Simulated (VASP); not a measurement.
# NaRuS3 (P4mm) in VASP: a series of runs

Runs on NaRuS3. Level: PBE. Tasks: single point.

All numbers are computed with VASP 6.6.1; they aren't measurements. Logs are shortened: lines on timing, memory, paths and dates and some standing lists are left out, and cuts for length are marked.

## (1) The cell of the first run

It takes space group P4mm (No. 99, tetragonal). Conventional cell: a = 4.387 Å, b = 4.387 Å, c = 5.709 Å, α = 90.00°, β = 90.00°, γ = 90.00°. Within 4.4 Å of Na (site symmetry 4mm) lie 12 S at 3.14 to 4.02 Å and 8 Ru at 4.13 to 4.31 Å and 4 Na at 4.39 Å. Ru (site symmetry 4mm) has 5 S at 2.20 to 2.29 Å within 2.9 Å. Within 2.9 Å of S (site symmetry 4mm) lie 1 Ru at 2.20 Å. S (site symmetry 2mm) has 2 Ru at 2.29 Å and 4 S at 3.10 Å and 2 Na at 3.20 Å within 3.3 Å.

## (2) Single point, PBE

INCAR reads:

```
SYSTEM = NaRuS3
PREC = Accurate
ENCUT = 520
EDIFF = 1E-7
ISMEAR = 0
SIGMA = 0.1
LREAL = .False.
LASPH = .True.
NELM = 80
ALGO = Normal
ISIF = 2
LWAVE = .False.
LCHARG = .True.
GGA = PE
LELF = .True.
LVHAR = .True.
NBANDS = 28
```

KPOINTS reads:

```
regular mesh
0
Gamma
  4 4 4
  0 0 0
```

POSCAR reads:

```
NaRuS3
1.0
    4.3866300791      0.0000000000      0.0000000000
    0.0000000000      4.3866300791      0.0000000000
    0.0000000000      0.0000000000      5.7088260324
Na Ru S
1 1 3
Direct
    0.0000000000      0.0000000000      0.0416652847
    0.5000000000      0.5000000000      0.5651976898
    0.5000000000      0.5000000000      0.9512273994
    0.0000000000      0.5000000000      0.4509548130
    0.5000000000      0.0000000000      0.4509548130
```

Potentials or basis: VASP PAW PBE potentials, release 64 (Na_pv, Ru_pv, S).

The run is started by

```bash
> cat potpaw_PBE.64/Na_pv/POTCAR potpaw_PBE.64/Ru_pv/POTCAR potpaw_PBE.64/S/POTCAR > POTCAR
> mpirun -np 1 vasp_std > vasp.out
```

OUTCAR:

```text
SYSTEM = NaRuS3
   PREC = Accurate
   ENCUT = 520
   EDIFF = 1E-7
   ISMEAR = 0
   LREAL = .False.
   LASPH = .True.
   NELM = 80
   ISIF = 2
   GGA = PE

 ion  position               nearest neighbor table
   1  0.000  0.000  0.042-
   2  0.500  0.500  0.565-   3 2.20   4 2.29   5 2.29   5 2.29   4 2.29
   3  0.500  0.500  0.951-   2 2.20
   4  0.000  0.500  0.451-   2 2.29   2 2.29
   5  0.500  0.000  0.451-   2 2.29   2 2.29

  LATTYP: Found a simple tetragonal cell.
 ALAT       =     4.3866300791
 C/A-ratio  =     1.3014149654

  Lattice vectors:

 A1 = (   4.3866300791,   0.0000000000,   0.0000000000)
 A2 = (   0.0000000000,   4.3866300791,   0.0000000000)
 A3 = (   0.0000000000,   0.0000000000,   5.7088260324)

Analysis of symmetry for initial positions (statically):
=====================================================================
 Subroutine PRICEL returns:
 Original cell was already a primitive cell.

 Routine SETGRP: Setting up the symmetry group for a
 simple tetragonal supercell.

 Subroutine GETGRP returns: Found  8 space group operations
 (whereof  8 operations were pure point group operations)
 out of a pool of 16 trial point group operations.

The static configuration has the point symmetry C_4v.

Analysis of symmetry for dynamics (positions and initial velocities):
=====================================================================
 Subroutine PRICEL returns:
 Original cell was already a primitive cell.

 Routine SETGRP: Setting up the symmetry group for a
 simple tetragonal supercell.

 Subroutine GETGRP returns: Found  8 space group operations
 (whereof  8 operations were pure point group operations)
 out of a pool of 16 trial point group operations.

The dynamic configuration has the point symmetry C_4v.

 Subroutine INISYM returns: Found  8 space group operations
 (whereof  8 operations are pure point group operations),
 and found     1 'primitive' translations

----------------------------------------------------------------------------------------

                                     Primitive cell

  volume of cell :     109.8522

  direct lattice vectors                    reciprocal lattice vectors
     4.386630079  0.000000000  0.000000000     0.227965427  0.000000000  0.000000000
     0.000000000  4.386630079  0.000000000     0.000000000  0.227965427  0.000000000
     0.000000000  0.000000000  5.708826032     0.000000000  0.000000000  0.175167363

  length of vectors
     4.386630079  4.386630079  5.708826032     0.227965427  0.227965427  0.175167363

  position of ions in fractional coordinates (direct lattice)
     0.000000000  0.000000000  0.041665285
     0.500000000  0.500000000  0.565197690
     0.500000000  0.500000000  0.951227399
     0.000000000  0.500000000  0.450954813
     0.500000000  0.000000000  0.450954813

  ion indices of the primitive-cell ions
   primitive index   ion index
                 1           1
                 2           2
                 3           3
                 4           4
                 5           5

----------------------------------------------------------------------------------------

 KPOINTS: regular mesh

Automatic generation of k-mesh.
 Grid dimensions read from file:
 generate k-points for:    4    4    4

 Generating k-lattice:

  Cartesian coordinates                     Fractional coordinates (reciprocal lattice)
     0.056991357  0.000000000  0.000000000     0.250000000  0.000000000  0.000000000
     0.000000000  0.056991357  0.000000000     0.000000000  0.250000000  0.000000000
     0.000000000  0.000000000  0.043791841     0.000000000  0.000000000  0.250000000

  Length of vectors
     0.056991357  0.056991357  0.043791841

  Shift w.r.t. Gamma in fractional coordinates (k-lattice)
     0.000000000  0.000000000  0.000000000

 Subroutine IBZKPT returns following result:
 ===========================================

 Found     18 irreducible k-points:

 Following reciprocal coordinates:
            Coordinates               Weight
  0.000000  0.000000  0.000000      1.000000
  0.250000  0.000000  0.000000      4.000000
  0.500000  0.000000  0.000000      2.000000
  0.250000  0.250000  0.000000      4.000000
  0.500000  0.250000  0.000000      4.000000
  0.500000  0.500000  0.000000      1.000000
[... 10 lines left out ...]
  0.500000  0.250000  0.500000      4.000000
  0.500000  0.500000  0.500000      1.000000
   k-points           NKPTS =     18   k-points in BZ     NKDIM =     18   number of bands    NBANDS=     28
   number of dos      NEDOS =    301   number of ions     NIONS =      5
   total plane-waves  NPLWV =  54432
   dimension x,y,z NGX =    36 NGY =   36 NGZ =   42
   dimension x,y,z NGXF=    72 NGYF=   72 NGZF=   84
   ions per type =               1   1   3
   NGX,Y,Z   is equivalent  to a cutoff of  13.64, 13.64, 12.23 a.u.
   NGXF,Y,Z  is equivalent  to a cutoff of  27.29, 27.29, 24.46 a.u.
 SYSTEM =  NaRuS3
   PREC   = accura    normal or accurate (medium, high low for compatibility)
   ISTART =      0    job   : 0-new  1-cont  2-samecut
   ICHARG =      2    charge: 1-file 2-atom 10-const
   ISPIN  =      1    spin polarized calculation?
   LNONCOLLINEAR =      F non collinear calculations
   LSORBIT =      F    spin-orbit coupling
   LASPH  =      T    aspherical Exc in radial PAW
   ENCUT  =  520.0 eV  38.22 Ry    6.18 a.u.   8.16  8.16 10.61*2*pi/ulx,y,z
   NELM   =     80;   NELMIN=  2; NELMDL= -5     # of ELM steps
   EDIFF  = 0.1E-06   stopping-criterion for ELM
   LREAL  =      F    real-space projection
   EDIFFG = 0.1E-05   stopping-criterion for IOM
   NSW    =      0    number of steps for IOM
   IBRION =     -1    ionic relax: 0-MD 1-quasi-New 2-CG
   NFREE  =      0    steps in history (QN), initial steepest desc. (CG)
   ISIF   =      2    stress and relaxation
   ISYM   =      2    0-nonsym 1-usesym 2-fastsym
   POTIM  = 0.5000    time-step for ionic-motion
   TEBEG  =    0.0;   TEEND  =   0.0 temperature during run
   PSTRESS=    0.0 pullay stress
   NELECT =      39.0000    total number of electrons
   NUPDOWN=      -1.0000    fix difference up-down
   EMIN   =  10.00;   EMAX   =-10.00  energy-range for DOS
   EFERMI =   0.00;   METHOD = LEGACY
   ISMEAR =     0;   SIGMA  =   0.10  broadening in eV -4-tet -1-fermi 0-gaus
   EFERMI_NEDOS =   21; number of points for ismear=-14 and -15
   IALGO  =     38    algorithm
   IMIX   =      4    mixing-type and parameters
     AMIX     =   0.40;   BMIX     =  1.00
     AMIX_MAG =   1.60;   BMIX_MAG =  1.00
  volume/ion in A,a.u.               =      21.97       148.26
  Fermi-wavevector in a.u.,A,eV,Ry     =   1.159205  2.190579 18.282900  1.343755
  Thomas-Fermi vector in A             =   2.295799
   LORBIT       =      0    0 simple, 1 ext, 2 COOP (PROOUT), +10 PAW based schemes
   GGA     = PE    functional components
   LHFCALC =     F    Hartree Fock is set to
   AEXX    =    0.0000 exact exchange contribution
   IVDW    =     0    specifies the selected vdW correction
   LEPSILON=     F    determine dielectric tensor
   LRPA    =     F    only Hartree local field effects (RPA)
 non-spin polarized calculation
 Gauss-broadening in eV      SIGMA  =   0.10
  energy-cutoff  :      520.00
  volume of cell :      109.85
 maximum number of plane-waves:      3000
 NGX is ok and might be reduce to    36
   NGX = 17   NGY = 17   NGZ = 21

 number of electron      39.0000006 magnetization

 Free energy of the ion-electron system (eV)
  ---------------------------------------------------
  ext. energy  EPLUGINS =         0.00000000
  ---------------------------------------------------
  free energy    TOTEN  =       -24.04682785 eV

  energy without entropy =      -23.99913019  energy(sigma->0) =      -24.02297902

 E-fermi :   3.4220     XC(G=0):  -9.1178

 val. band max:        3.4201565474   @ k =   0.5000   0.5000   0.2500
 cond. band min:       3.4305247124   @ k =   0.5000   0.5000   0.2500
 fundamental gap:      0.0103681650
 Fermi energy:         3.4219708493

 k-point     1 :       0.0000    0.0000    0.0000
  band No.  band energies     occupation
      1     -39.6450      2.00000
      2     -39.6450      2.00000
      3     -39.6340      2.00000
      4     -19.9345      2.00000
      5     -19.9075      2.00000
      6     -19.9075      2.00000
[... 20 lines left out ...]
     27      10.9317      0.00000
     28      11.0739      0.00000

 k-point     2 :       0.2500    0.0000    0.0000
  band No.  band energies     occupation
      1     -39.6474      2.00000
      2     -39.6450      2.00000
      3     -39.6338      2.00000
      4     -19.9343      2.00000
      5     -19.9095      2.00000
      6     -19.9073      2.00000
[... 20 lines left out ...]
     27      10.8626      0.00000
     28      11.4506      0.00000

 k-point     3 :       0.5000    0.0000    0.0000
  band No.  band energies     occupation
      1     -39.6497      2.00000
      2     -39.6449      2.00000
      3     -39.6336      2.00000
      4     -19.9341      2.00000
      5     -19.9116      2.00000
      6     -19.9071      2.00000
[... 20 lines left out ...]
     27      11.7609      0.00000
     28      12.4987      0.00000

 k-point     4 :       0.2500    0.2500    0.0000
  band No.  band energies     occupation
      1     -39.6473      2.00000
      2     -39.6473      2.00000
      3     -39.6336      2.00000
      4     -19.9341      2.00000
      5     -19.9093      2.00000
      6     -19.9091      2.00000
[... 20 lines left out ...]
     27      10.7740      0.00000
     28      11.2349      0.00000

 k-point     5 :       0.5000    0.2500    0.0000
  band No.  band energies     occupation
      1     -39.6497      2.00000
      2     -39.6472      2.00000
      3     -39.6334      2.00000
      4     -19.9339      2.00000
      5     -19.9111      2.00000
      6     -19.9089      2.00000
[... 20 lines left out ...]
     27      11.8367      0.00000
     28      12.6361      0.00000

 k-point     6 :       0.5000    0.5000    0.0000
  band No.  band energies     occupation
      1     -39.6496      2.00000
      2     -39.6496      2.00000
      3     -39.6333      2.00000
      4     -19.9336      2.00000
      5     -19.9107      2.00000
      6     -19.9107      2.00000
[... 277 lines left out ...]
      5     -19.9115      2.00000
      6     -19.9070      2.00000
[... 20 lines left out ...]
     27      10.8507      0.00000
     28      12.0799      0.00000

 k-point    16 :       0.2500    0.2500    0.5000
  band No.  band energies     occupation
      1     -39.6473      2.00000
      2     -39.6473      2.00000
      3     -39.6337      2.00000
      4     -19.9343      2.00000
      5     -19.9093      2.00000
      6     -19.9091      2.00000
[... 20 lines left out ...]
     27      10.9383      0.00000
     28      11.6171      0.00000

 k-point    17 :       0.5000    0.2500    0.5000
  band No.  band energies     occupation
      1     -39.6497      2.00000
      2     -39.6472      2.00000
      3     -39.6335      2.00000
      4     -19.9340      2.00000
      5     -19.9111      2.00000
      6     -19.9089      2.00000
[... 20 lines left out ...]
     27      11.3822      0.00000
     28      11.8577      0.00000

 k-point    18 :       0.5000    0.5000    0.5000
  band No.  band energies     occupation
      1     -39.6496      2.00000
      2     -39.6496      2.00000
      3     -39.6334      2.00000
      4     -19.9338      2.00000
      5     -19.9107      2.00000
      6     -19.9107      2.00000
[... 20 lines left out ...]
     27      10.6959      0.00000
     28      12.7706      0.00000

------------------------ aborting loop because EDIFF is reached ----------------------------------------

  FORCE on cell =-STRESS in cart. coord.  units (eV):
  Direction    XX          YY          ZZ          XY          YZ          ZX
  --------------------------------------------------------------------------------------
  -------------------------------------------------------------------------------------
  Total       -0.0066566     -0.0066566     -0.0045011      0.0000000     -0.0000000      0.0000000
  in kB       -0.0970851     -0.0970851     -0.0656472      0.0000000     -0.0000000      0.0000000
  external PRESSURE =      -0.0866058 kB  Pullay stress =       0.0000000 kB

 VOLUME and BASIS-vectors are now :
 -----------------------------------------------------------------------------
  energy-cutoff  :      520.00
  volume of cell :      109.85
      direct lattice vectors                 reciprocal lattice vectors
     4.386630079  0.000000000  0.000000000     0.227965427  0.000000000  0.000000000
     0.000000000  4.386630079  0.000000000     0.000000000  0.227965427  0.000000000
     0.000000000  0.000000000  5.708826032     0.000000000  0.000000000  0.175167363

 POSITION                                       TOTAL-FORCE (eV/Angst)
 -----------------------------------------------------------------------------------
      0.00000      0.00000      0.23786        -0.000000      0.000000      0.000399
      2.19332      2.19332      3.22662        -0.000000     -0.000000      0.050335
      2.19332      2.19332      5.43039        -0.000000      0.000000     -0.019028
      0.00000      2.19332      2.57442         0.000000      0.000000     -0.015853
      2.19332      0.00000      2.57442        -0.000000      0.000000     -0.015853
 -----------------------------------------------------------------------------------
    total drift:                                0.000000      0.000000     -0.000343

  FREE ENERGIE OF THE ION-ELECTRON SYSTEM (eV)
  ---------------------------------------------------
  free  energy   TOTEN  =       -24.0468278455 eV

  energy  without entropy=      -23.9991301934  energy(sigma->0) =      -24.02297902
```

Wall time 33 s (1 thread of Intel Xeon 6975P-C (Granite Rapids), shared host); peak memory 0.24 GiB.

Results:

- Free energy: -24.0468 eV
- Pressure: 0.0 GPa
- Largest force: 0.050 eV/Å
- Band gap on the k mesh: zero (an odd number of electrons rules out a gap without spin polarisation)

Forces on the atoms (eV/Å):
```
Na   0.000  0.000  0.000
Ru   0.000  0.000  0.050
S    0.000  0.000 -0.019
S    0.000  0.000 -0.016
S    0.000  0.000 -0.016
```

Levels at points of the mesh, in eV from the Fermi level:
```tsv
k point	band 15	band 16	band 17	band 18	band 19	band 20	band 21	band 22	band 23	band 24
(0.00, 0.00, 0.00)	-2.37	-2.37	-2.22	-0.57	-0.57	1.31	1.31	1.61	2.04	3.21
(0.50, 0.00, 0.00)	-3.10	-2.44	-1.98	-1.91	0.17	0.64	0.65	1.17	2.43	5.41
(0.50, 0.50, 0.00)	-3.03	-2.03	-2.03	-0.77	0.02	0.19	0.19	0.97	4.90	4.91
(0.00, 0.00, 0.50)	-2.22	-2.21	-2.21	-0.58	-0.58	1.18	1.18	1.55	2.14	4.61
(0.50, 0.00, 0.50)	-2.45	-2.07	-1.70	-0.77	-0.60	0.63	0.94	1.80	2.17	6.15
(0.50, 0.50, 0.50)	-4.01	-0.69	-0.69	-0.47	-0.47	-0.03	0.98	1.42	3.77	4.87
```

(Part 1 of 2 ends here.)
